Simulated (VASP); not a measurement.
A run of VASP 6.6.1 is set up as follows.

INCAR

```
SYSTEM = Al2Au
PREC     = Accurate       ! precision mode
ENCUT    = 500            ! plane-wave cutoff, eV
EDIFF    = 1E-6           ! SCF threshold, eV
ISMEAR   = -1             ! smearing method
SIGMA    = 0.05           ! smearing width, eV
LREAL    = .FALSE.        ! projectors in reciprocal space
LASPH    = .TRUE.         ! aspherical terms in the spheres
NELM     = 120            ! most SCF steps
ALGO     = Normal         ! electronic algorithm
ISIF     = 2              ! what is computed and relaxed
LWAVE    = .FALSE.        ! write WAVECAR
LCHARG   = .FALSE.        ! write CHGCAR
GGA      = PS             ! functional
NBANDS   = 16             ! bands
GGA_COMPAT= .FALSE.
```

File KPOINTS:

```
Automatic mesh
0
G
  3 3 3
  0 0 0
```

POSCAR

```
Al2Au
1.0
    0.0000000000      3.0000000000      3.0000000000
    3.0000000000      0.0000000000      3.0000000000
    3.0000000000      3.0000000000      0.0000000000
Al Au
2 1
Direct
    0.2429564929      0.2513405215      0.2464477704
    0.7933704500      0.7375419533      0.7279731980
    0.0162349818     -0.0043977051     -0.0125136867
```

Potentials or basis: VASP PAW PBE potentials, release 64 (Al, Au).

Launch:

```sh
$ cat potpaw_PBE.64/Al/POTCAR potpaw_PBE.64/Au/POTCAR > POTCAR
$ mpirun -np 1 vasp_std > vasp.out
```

Task: Estimate the largest force.

Result: 0.048 eV/Å.

Task: Estimate the pressure.

Result: -1.4 GPa.

Stress tensor (GPa, compression positive):
```
-1.45  1.87  1.48
 1.87 -1.47 -1.51
 1.48 -1.51 -1.19
```

Caveat: the k points lie up to 0.60 Å⁻¹ apart; the PAW data sets were made with another functional, which shifts forces and pressure a little.
